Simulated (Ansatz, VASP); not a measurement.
**One calculation of TiSi, two programs**

Contents of POSCAR:

```
TiSi
1.0
    1.8434206700     -2.1493883600      0.0000000000
    1.8434206700      2.1493883600      0.0000000000
    0.0000000000      0.0000000000      3.8039340000
Ti Si
1 1
Direct
    0.5000000000      0.5000000000      0.0000000000
    0.0000000000      0.0000000000      0.5000000000
```

Contents of INCAR.step1:

```
  PREC = Accurate
  ENCUT = 520
  ISMEAR = 0
  SIGMA = 0.15
  LREAL = False
  LASPH = True
  NELM = 60
  NBANDS = 15
  GGA = PE
  ALGO = Normal
  EDIFF = 1E-4
  LWAVE = True
  LCHARG = False
```

The input INCAR.step2:

```
  PREC = Accurate
  ENCUT = 520
  EDIFF = 1E-6
  ISMEAR = 0
  SIGMA = 0.15
  LREAL = False
  LASPH = True
  NELM = 60
  ALGO = Normal
  ISIF = 2
  LWAVE = False
  LCHARG = False
  METAGGA = R2SCAN
  LMIXTAU = True
  NBANDS = 15
  ISTART = 1
```

File KPOINTS:

```
Automatic mesh
0
Gamma
  18 18 12
```

Input for Ansatz:

```yaml
crystal:
  lattice:
    - [1.84342067, -2.14938836, 0.0]
    - [1.84342067, 2.14938836, 0.0]
    - [0.0, 0.0, 3.803934]
  atoms:
    - { symbol: Ti, position: [0.5, 0.5, 0.0] }
    - { symbol: Si, position: [0.0, 0.0, 0.5] }
basis:
  ecutwfc: 500
kpoints:
  mp_grid: { grid: [18, 18, 12] }
hamiltonian:
  xc: r2scan
scf:
  occupations: { method: gaussian, width: 0.15 }
output:
  forces: true
  stress: true
  eigenvalues: true
```

Change from the starting cell: strain +0.015 along x and y, +0.000 along z, atoms carried along.

Alike in both runs: task single point; functional r2SCAN; k mesh 18 × 18 × 12; occupations gaussian, width 0.15 eV; no spin polarisation.

```csv
,VASP,Ansatz
version,VASP 6.6.1,Ansatz 0.2.0
potentials or method,"VASP PAW PBE potentials, release 64 (Ti_sv, Si), cutoff 520 eV","scalar-relativistic, plane waves, PAW"
valence electrons in the cell,16,16
```

|  | VASP | Ansatz | Ansatz less VASP |
| --- | --- | --- | --- |
| gap on the k mesh at the Fermi level (eV) | none | none | - |
| pressure (GPa) | -4.9 | -5.3 | -0.37 |
| traceless stress, the component that is largest in VASP (GPa) | 1.01 | 1.07 | +0.054 |

VASP's potentials were made for PBE, not for r2SCAN. A gap of «none» marks a metal or a gap that the smearing closes.
